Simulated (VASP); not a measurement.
Here is a VASP 6.6.1 calculation.

The input INCAR:

```
PREC = Accurate
ENCUT = 600
EDIFF = 1E-6
ISMEAR = 0
SIGMA = 0.01
LREAL = F
LASPH = T
NELM = 120
ALGO = Normal
ISIF = 2
LWAVE = F
LCHARG = T
GGA = PS
LELF = T
LVHAR = T
NBANDS = 19
GGA_COMPAT = F
```

KPOINTS

```
Automatic mesh
0
Gamma
  6 6 6
```

Contents of POSCAR:

```
CaF2
1.0
    0.0000000000      2.7669383318      2.7669383318
    2.7669383318      0.0000000000      2.7669383318
    2.7669383318      2.7669383318      0.0000000000
Ca F
1 2
Direct
    0.0000000000      0.0000000000      0.0000000000
    0.2500000000      0.2500000000      0.2500000000
    0.7500000000      0.7500000000      0.7500000000
```

Potentials or basis: VASP PAW PBE potentials, release 64 (Ca_sv, F).

Launch:

```bash
$ cat potpaw_PBE.64/Ca_sv/POTCAR potpaw_PBE.64/F/POTCAR > POTCAR
$ mpirun -np 1 vasp_std > vasp.out
```

Problem. Estimate the pressure.

Solution. -4.5 GPa.

Problem. What does it give for the band gap on the k mesh?

Solution. 6.87 eV, indirect (least direct gap 7.13 eV).

Caveat: the PAW data sets were made with another functional, which shifts forces and pressure a little. A k mesh can miss the band edges.
